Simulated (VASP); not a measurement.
# SnO2 (I4_1/amd) in VASP: notebook, part 2 of 2

VASP 6.6.1. The steps go on from the part before.

### 5 Relaxation of shape and atoms at fixed volume, PBEsol (12.51 Å³/atom)

This run uses another cell than the first one, of 12.51 Å³/atom.

Input file INCAR:

```
ALGO = Normal
EDIFF = 1E-6
EDIFFG = -0.01
ENCUT = 600
GGA = PS
IBRION = 2
ISIF = 4
ISMEAR = 0
LASPH = T
LCHARG = F
LREAL = F
LWAVE = F
NELM = 100
NSW = 50
PREC = Accurate
SIGMA = 0.02
```

Input file KPOINTS:

```
k-points
0
Gamma
  10 10 10
```

Input file POSCAR:

```
SnO2
1.0
   -1.9550957225      1.9550957225      4.9077401604
    1.9550957225     -1.9550957225      4.9077401604
    1.9550957225      1.9550957225     -4.9077401604
Sn O
2 4
Direct
    0.7500000000      0.2500000000      0.5000000000
    0.0000000000      0.0000000000      0.0000000000
    0.7930464301      0.7930464301      0.0000000000
    0.9569535699      0.4569535699      0.5000000000
    0.2069535699      0.2069535699      0.0000000000
    0.5430464301      0.0430464301      0.5000000000
```

Potentials or basis: VASP PAW PBE potentials, release 64 (Sn_d, O).

The run is started by

```bash
> cat potpaw_PBE.64/Sn_d/POTCAR potpaw_PBE.64/O/POTCAR > POTCAR
> mpirun -np 1 vasp_std > vasp.out
```

OUTCAR:

```text
EDIFF = 1E-6
   EDIFFG = -0.01
   ENCUT = 600
   GGA = PS
   IBRION = 2
   ISIF = 4
   ISMEAR = 0
   LASPH = T
   LREAL = F
   NELM = 100
   NSW = 50
   PREC = Accurate

 ion  position               nearest neighbor table
   1  0.750  0.250  0.500-   3 2.00   5 2.00   3 2.00   5 2.00   4 2.03   6 2.03   2 3.14   2 3.14
                             2 3.14   2 3.14
   2  0.000  0.000  0.000-   6 2.00   4 2.00   6 2.00   4 2.00   3 2.03   5 2.03   1 3.14   1 3.14
                             1 3.14   1 3.14
   3  0.793  0.793  0.000-   1 2.00   1 2.00   2 2.03
   4  0.957  0.457  0.500-   2 2.00   2 2.00   1 2.03
   5  0.207  0.207  0.000-   1 2.00   1 2.00   2 2.03
   6  0.543  0.043  0.500-   2 2.00   2 2.00   1 2.03

  LATTYP: Found a body centered tetragonal cell.
 ALAT       =     3.9101914450
 C/A-ratio  =     2.5102301150

  Lattice vectors:

 A1 = (  -1.9550957225,   1.9550957225,   4.9077401604)
 A2 = (   1.9550957225,  -1.9550957225,   4.9077401604)
 A3 = (   1.9550957225,   1.9550957225,  -4.9077401604)

Analysis of symmetry for initial positions (statically):
=====================================================================
 Subroutine PRICEL returns:
 Original cell was already a primitive cell.

 Routine SETGRP: Setting up the symmetry group for a
 body centered tetragonal supercell.

 Subroutine GETGRP returns: Found 16 space group operations
 (whereof  8 operations were pure point group operations)
 out of a pool of 16 trial point group operations.

The static configuration has the point symmetry D_2d.
 The point group associated with its full space group is D_4h.

Analysis of symmetry for dynamics (positions and initial velocities):
=====================================================================
 Subroutine PRICEL returns:
 Original cell was already a primitive cell.

 Routine SETGRP: Setting up the symmetry group for a
 body centered tetragonal supercell.

 Subroutine GETGRP returns: Found 16 space group operations
 (whereof  8 operations were pure point group operations)
 out of a pool of 16 trial point group operations.

[... 140 lines left out ...]
 conjugate gradient relaxation of ions
 non-spin polarized calculation
 Gauss-broadening in eV      SIGMA  =   0.02
  energy-cutoff  :      600.00
  volume of cell :       75.04
 maximum number of plane-waves:      2529
 NGX is ok and might be reduce to    48
   NGX = 23   NGY = 23   NGZ = 23

--------------------------------------- Ionic step        1  -------------------------------------------

 number of electron      52.0000002 magnetization

 Free energy of the ion-electron system (eV)
  ---------------------------------------------------
  ext. energy  EPLUGINS =         0.00000000
  ---------------------------------------------------
  free energy    TOTEN  =       -38.81888458 eV

  energy without entropy =      -38.81888458  energy(sigma->0) =      -38.81888458

------------------------ aborting loop because EDIFF is reached ----------------------------------------

  FORCE on cell =-STRESS in cart. coord.  units (eV):
  Direction    XX          YY          ZZ          XY          YZ          ZX
  --------------------------------------------------------------------------------------
  -------------------------------------------------------------------------------------
  Total        8.6332373      8.6332373      9.3429315      0.0000000      0.0000000      0.0000000
  in kB      184.3345131    184.3345131    199.4877097      0.0000000      0.0000000      0.0000000
  external PRESSURE =     189.3855786 kB  Pullay stress =       0.0000000 kB
[... 227 lines left out ...]
--------------------------------------- Ionic step        7  -------------------------------------------

 number of electron      51.9999997 magnetization

 Free energy of the ion-electron system (eV)
  ---------------------------------------------------
  ext. energy  EPLUGINS =         0.00000000
  ---------------------------------------------------
  free energy    TOTEN  =       -38.83192476 eV

  energy without entropy =      -38.83192476  energy(sigma->0) =      -38.83192476

 E-fermi :   5.1020     XC(G=0): -11.0382

 val. band max:        4.9320314017   @ k =   0.3000   0.3000   0.2000
 cond. band min:       7.2368154151   @ k =   0.0000   0.0000   0.0000
 fundamental gap:      2.3047840134
 Fermi energy:         5.1019604063

 k-point     1 :       0.0000    0.0000    0.0000
  band No.  band energies     occupation
      1     -15.6813      2.00000
      2     -15.6160      2.00000
      3     -15.4381      2.00000
      4     -14.6499      2.00000
      5     -14.5082      2.00000
      6     -14.5082      2.00000
[... 805 lines left out ...]
     30      13.8525      0.00000
     31      14.6491      0.00000

 [... further k-points ...]

------------------------ aborting loop because EDIFF is reached ----------------------------------------

  FORCE on cell =-STRESS in cart. coord.  units (eV):
  Direction    XX          YY          ZZ          XY          YZ          ZX
  --------------------------------------------------------------------------------------
  -------------------------------------------------------------------------------------
  Total        8.0577672      8.0577672      8.1423388      0.0000000      0.0000000      0.0000000
  in kB      172.0472333    172.0472333    173.8529826      0.0000000      0.0000000      0.0000000
  external PRESSURE =     172.6491497 kB  Pullay stress =       0.0000000 kB
[... 21 lines left out ...]
  FREE ENERGIE OF THE ION-ELECTRON SYSTEM (eV)
  ---------------------------------------------------
  free  energy   TOTEN  =       -38.8319247566 eV

  energy  without entropy=      -38.8319247566  energy(sigma->0) =      -38.83192476

 reached required accuracy - stopping structural energy minimisation
```

OSZICAR:

```text
N       E                     dE             d eps       ncg     rms          rms(c)
DAV:   1     0.708711609903E+03    0.70871E+03   -0.28549E+04  6742   0.283E+03
DAV:   2     0.647814097930E+02   -0.64393E+03   -0.61947E+03  7134   0.734E+02
[... 54 lines left out ...]
   6 F= -.38831927E+02 E0= -.38831927E+02  d E =-.731672E-02
       N       E                     dE             d eps       ncg     rms          rms(c)
DAV:   1    -0.388319507058E+02   -0.24085E-04   -0.52725E-03  6415   0.500E-01    0.348E-02
DAV:   2    -0.388319368642E+02    0.13842E-04   -0.11898E-04  8567   0.125E-01    0.205E-02
DAV:   3    -0.388319245684E+02    0.12296E-04   -0.12371E-05  9331   0.526E-02    0.260E-03
DAV:   4    -0.388319247566E+02   -0.18812E-06   -0.36465E-06  6029   0.142E-02
   7 F= -.38831925E+02 E0= -.38831925E+02  d E =-.731459E-02
```

It took 53 min on 1 thread of Intel Xeon 8259CL, shared host; peak memory 0.5 GiB.

Results:

| Quantity | Value |
| --- | --- |
| Free energy | -38.8319 eV |
| Energy gained by relaxing | 2.2 meV/atom |
| Ionic steps | 7 |
| Pressure after relaxing | 17.3 GPa |
| Largest force after relaxing | 0.010 eV/Å |
| Band gap on the k mesh | 2.30 eV (least direct gap 2.93 eV) |

Forces in eV/Å, atoms in the order of the input:
```
Sn   0.000  0.000  0.000
Sn   0.000  0.000  0.000
O    0.000  0.000 -0.010
O    0.000  0.000  0.010
O    0.000  0.000  0.010
O    0.000  0.000 -0.010
```

Stress tensor (GPa, compression positive):
```
17.20  0.00  0.00
 0.00 17.20  0.00
 0.00  0.00 17.39
```

The path:
```csv
step,energy change (eV),largest force (eV/Å),pressure (GPa),volume (Å³)
1,0.0000,0.2725,18.94,75.04
2,-0.0045,0.0442,18.00,75.04
3,-0.0057,0.0537,18.28,75.04
4,-0.0087,0.0432,18.06,75.04
5,-0.0130,0.0138,17.36,75.04
6,-0.0130,0.0109,17.28,75.04
7,-0.0130,0.0098,17.26,75.04
```

Final structure:
```cif
data_structure
_symmetry_space_group_name_H-M 'P 1'
_symmetry_Int_Tables_number 1
_cell_length_a 5.5941
_cell_length_b 5.5941
_cell_length_c 5.5941
_cell_angle_alpha 138.854
_cell_angle_beta 138.854
_cell_angle_gamma 59.598
_cell_volume 75.04
loop_
_atom_site_label
_atom_site_type_symbol
_atom_site_fract_x
_atom_site_fract_y
_atom_site_fract_z
_atom_site_occupancy
Sn1 Sn 0.75000 0.25000 0.50000 1
Sn2 Sn 0.00000 0.00000 0.00000 1
O1 O 0.78985 0.78985 0.00000 1
O2 O 0.96015 0.46015 0.50000 1
O3 O 0.21015 0.21015 0.00000 1
O4 O 0.53985 0.03985 0.50000 1
```

Caveat: the PAW data sets were made with another functional, which shifts forces and pressure a little; spin-orbit coupling is left out, which moves the levels of the heavy elements.

### 6 Single point, PBEsol

This run uses another cell than the first one, of 13.66 Å³/atom.

Input file INCAR:

```
SYSTEM = SnO2
PREC     = Accurate       ! precision mode
ENCUT    = 600            ! plane-wave cutoff, eV
EDIFF    = 1E-6           ! SCF threshold, eV
ISMEAR   = 0              ! smearing method
SIGMA    = 0.02           ! smearing width, eV
LREAL    = .FALSE.        ! projectors in reciprocal space
LASPH    = .TRUE.         ! aspherical terms in the spheres
NELM     = 120            ! most SCF steps
ALGO     = Normal         ! electronic algorithm
ISIF     = 2              ! what is computed and relaxed
LWAVE    = .FALSE.        ! write WAVECAR
LCHARG   = .FALSE.        ! write CHGCAR
GGA      = PS             ! functional
NBANDS   = 35             ! bands
GGA_COMPAT= .FALSE.
```

Input file KPOINTS:

```
regular mesh
0
G
  10 10 10
  0 0 0
```

Input file POSCAR:

```
SnO2
1.0
   -2.0000686112      2.0000686112      5.1236788559
    2.0000686112     -2.0000686112      5.1236788559
    2.0000686112      2.0000686112     -5.1236788559
Sn O
2 4
Direct
    0.7500000000      0.2500000000      0.5000000000
    0.0000000000      0.0000000000      0.0000000000
    0.7965225900      0.7965225900      0.0000000000
    0.9534774100      0.4534774100      0.5000000000
    0.2034774100      0.2034774100      0.0000000000
    0.5465225900      0.0465225900      0.5000000000
```

Potentials or basis: VASP PAW PBE potentials, release 64 (Sn_d, O).

The run is started by

```bash
> cat potpaw_PBE.64/Sn_d/POTCAR potpaw_PBE.64/O/POTCAR > POTCAR
> mpirun -np 1 vasp_std > vasp.out
```

It took 11 min on 1 thread of Oxide Virtual Turin-like, shared host; peak memory 0.47 GiB.

It converged, with:

```
Free energy            : -39.2276 eV
Pressure               : 1.1 GPa
Largest force          : 0.057 eV/Å
Band gap on the k mesh : 1.56 eV (least direct gap 1.94 eV)
```

Forces in eV/Å, atoms in the order of the input:
```
Sn   0.000  0.000  0.000
Sn   0.000  0.000  0.000
O    0.000  0.000  0.057
O    0.000  0.000 -0.057
O    0.000  0.000 -0.057
O    0.000  0.000  0.057
```

Stress tensor (GPa, compression positive):
```
1.42 0.00 0.00
0.00 1.42 0.00
0.00 0.00 0.52
```

Levels at points of the mesh, in eV from the valence-band top:
```tsv
k point	band 24	band 25	band 26	band 27	band 28	band 29
(0.00, 0.00, 0.00)	-0.67	-0.38	-0.38	1.56	5.50	9.23
(0.50, 0.00, 0.00)	-0.76	-0.57	-0.39	4.90	6.15	7.83
(0.50, 0.50, 0.00)	-0.82	-0.04	-0.04	7.27	7.27	7.56
(0.50, 0.50, 0.50)	-1.02	-0.28	-0.28	4.20	4.20	7.56
```

Caveat: the PAW data sets were made with another functional, which shifts forces and pressure a little; spin-orbit coupling is left out, which moves the levels of the heavy elements.

### 7 Overview

```csv
task,cell,cutoff (eV),gap on the mesh (eV),pressure (GPa),largest force (eV/Å)
single point,"a = 5.924 Å, angles 140.1, 140.1, 57.8°, 6 atoms, atomic positions A",520,1.28,-3.7,0.03
single point,"a = 5.983 Å, angles 140.1, 140.1, 57.7°, 6 atoms, atomic positions B",520,1.04,-7.3,0.03
single point,"a = 6.051 Å, angles 140.0, 140.0, 57.8°, 6 atoms, atomic positions C",520,0.77,-11.1,0.03
relaxation of shape and atoms at fixed volume,"relaxed from a = 5.633 Å, angles 139.4, 139.4, 58.8°, 6 atoms, atomic positions D",600,2.30,17.3,0.01
single point,"a = 5.853 Å, angles 140.0, 140.0, 57.8°, 6 atoms, atomic positions E",600,1.56,1.1,0.06
```

Alike in all rows: level PBEsol; potentials or basis VASP PAW PBE potentials, release 64 (Sn_d, O); no spin polarisation; k mesh 10 × 10 × 10; smearing gaussian 0.02 eV.

Caveats: the PAW data sets were made with another functional, which shifts forces and pressure a little; spin-orbit coupling is left out, which moves the levels of the heavy elements; the cell stands under tension (at least some runs); semilocal functionals underestimate gaps, and a narrow one can read as zero (at least some runs).

Absolute energies hang on the potentials; compare differences alone.
